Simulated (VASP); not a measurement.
Runs of VASP 6.6.1 on Se. The structure is that of space group P3_121 (No. 152), or close to it. The cells are those of the table. 

```tsv
task	cell	k mesh	cutoff (eV)	gap on the mesh (eV)	pressure (GPa)	relaxed volume (Å³/atom)	largest force (eV/Å)
single point	a = 4.042, b = 4.042, c = 5.118 Å, angles 90.0, 90.0, 120.0°, 3 atoms	6 × 6 × 6	520	0.45	0.2	-	0.03
relaxation of cell and atoms	relaxed from a = 4.366, b = 4.366, c = 4.954 Å, angles 90.0, 90.0, 120.0°, 3 atoms	6 × 6 × 6	600	0.43	0.0	(a)	-
single point	a = 4.042, b = 4.042, c = 5.118 Å, angles 90.0, 90.0, 120.0°, 3 atoms	12 × 12 × 8	520	0.45	0.2	-	0.03
relaxation of cell and atoms	relaxed from a = 4.042, b = 4.042, c = 5.118 Å, angles 90.0, 90.0, 120.0°, 3 atoms	12 × 12 × 8	600	0.43	0.0	24.14	-
relaxation of shape and atoms at fixed volume	relaxed from a = 4.082, b = 4.082, c = 5.169 Å, angles 90.0, 90.0, 120.0°, 3 atoms	12 × 12 × 8	600	0.49	-0.6	-	0.01
```

Alike in all rows: level PBEsol; potentials or basis VASP PAW PBE potentials, release 64 (Se); no spin polarisation; smearing gaussian 0.02 eV.

Question: Estimate the missing entries.

Answer: (a) 24.13.

Caveats: the PAW data sets were made with another functional, which shifts forces and pressure a little; the volume moved by -11 % from the deposited cell, more than functionals usually miss (some runs).

A k mesh can miss the band edges, and the runs leave out spin-orbit coupling on Se.
